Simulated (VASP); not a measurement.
Wanted: the native input for a VASP 6.6.1 run.

```yaml
Task: single point
Functional: LDA
Potentials_or_basis: VASP PAW LDA potentials, release 64 (Hf_pv, O)
Cutoff: 600 eV
k_mesh: 6 × 6 × 6
Occupations: gaussian, width 0.1 eV
Spin: no spin polarisation
Dipole_correction: no
Further_INCAR_settings: ALGO = Normal; EDIFF = 1e-06; NBANDS = 18
```

The structure of HfO2 lies in POSCAR:

```
HfO2
1.0
    0.0000000000      2.5005395321      2.5005395321
    2.5005395321      0.0000000000      2.5005395321
    2.5005395321      2.5005395321      0.0000000000
Hf O
1 2
Direct
    0.0000000000      0.0000000000      0.0000000000
    0.2500000000      0.2500000000      0.2500000000
    0.7500000000      0.7500000000      0.7500000000
```

These files were run (other wordings do the same):

INCAR

```
ALGO = Normal
EDIFF = 1E-6
ENCUT = 600
GGA_COMPAT = F
ISIF = 2
ISMEAR = 0
LASPH = T
LCHARG = F
LREAL = F
LWAVE = F
NBANDS = 18
NELM = 120
PREC = Accurate
SIGMA = 0.1
```

KPOINTS

```
k-points
0
Gamma
  6 6 6
```

Potentials or basis: VASP PAW LDA potentials, release 64 (Hf_pv, O).

Command:

```sh
$ cat potpaw_LDA.64/Hf_pv/POTCAR potpaw_LDA.64/O/POTCAR > POTCAR
$ mpirun -np 1 vasp_std > vasp.out
```

Results of the run:

- Pressure: -3.5 GPa
- Band gap on the k mesh: 3.70 eV, direct

Caveat: spin-orbit coupling is left out, which moves the levels of the heavy elements.

Run time: 8.1 s on 1 thread of Intel Xeon 6975P-C, with other jobs on the host, peak memory 0.15 GiB.
